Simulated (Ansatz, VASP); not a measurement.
# BN in VASP and in Ansatz

```
CELL_PARAMETERS angstrom
0.00000 1.77135 1.80750
1.77135 0.00000 1.80750
1.77135 1.77135 0.00000
ATOMIC_POSITIONS crystal
B 0.00000 0.00000 0.00000
N 0.75000 0.75000 0.75000
```

Change from the starting cell: equal xx and yy strain of -2 %, PAW files.

Alike in both runs: task electric field gradients; functional LDA; k mesh 11 × 11 × 11; occupations fermi-dirac, width 0.02 eV; no spin polarisation.

```csv
,VASP,Ansatz
version,VASP 6.6.1,Ansatz 0.2.0
potentials or method,"VASP PAW LDA potentials, release 64 (B, N)","PAW with Ansatz's default frozen-core files, scalar-relativistic"
plane-wave cutoff (eV),520,420
valence electrons in the cell,8,8
```

```tsv
	VASP	Ansatz	Ansatz less VASP
gap on the k mesh at the Fermi level (eV)	4.31	4.33	+0.016
pressure (GPa)	5.8	4.8	-1.05
traceless stress, the component that is largest in VASP (GPa)	-8.85	-8.86	-0.004
size of Vzz on the site where it differs most (V/Å²)	0.7	0.5	-0.20
```

LDA's correlation is that of Perdew and Zunger in VASP and of Perdew and Wang (1992) in Ansatz.
